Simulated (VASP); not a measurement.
Here is a VASP 6.6.1 calculation.

Contents of INCAR:

```
PREC = Accurate
ENCUT = 600
EDIFF = 1E-6
ISMEAR = 0
SIGMA = 0.2
LREAL = F
LASPH = T
NELM = 200
ALGO = Normal
ISIF = 2
LWAVE = F
LCHARG = F
GGA = PE
NBANDS = 37
GGA_COMPAT = F
LMAXMIX = 6
```

The input KPOINTS:

```
Automatic mesh
0
Gamma
  3 3 3
```

POSCAR

```
Tb4WO
1.0
    5.1930657306      0.0000000000      0.0000000000
    0.0000000000      5.1930657306      0.0000000000
    0.0000000000      0.0000000000      5.0942010292
Tb W O
4 1 1
Direct
    0.0000000000      0.0000000000      0.0000000000
    0.0000000000      0.5000000000      0.5053321893
    0.5000000000      0.0000000000      0.4946678107
    0.0000000000      0.0000000000      0.5000000000
    0.5000000000      0.5000000000      0.0000000000
    0.5000000000      0.5000000000      0.5000000000
```

Potentials or basis: VASP PAW PBE potentials, release 64 (Tb_3, W_sv, O), 4f in core.

Launch:

```bash
$ cat potpaw_PBE.64/Tb_3/POTCAR potpaw_PBE.64/W_sv/POTCAR potpaw_PBE.64/O/POTCAR > POTCAR
$ mpirun -np 1 vasp_std > vasp.out
```

(1) What does it give for the pressure?

(2) What does it give for the band gap on the k mesh?

(3) Predict the largest force.

Answers

(1) 0.8 GPa.

(2) zero (bands 28 and 29 overlap by 0.52 eV).

(3) 0.038 eV/Å.

Caveat: the k points lie up to 0.41 Å⁻¹ apart, too coarse for converged energies and pressures of a metal; spin-orbit coupling is left out, which moves the levels of the heavy elements; the 4f electrons are frozen in the core, so they carry no moment and show no levels; the run has no spin polarisation, though such a crystal can be magnetic.
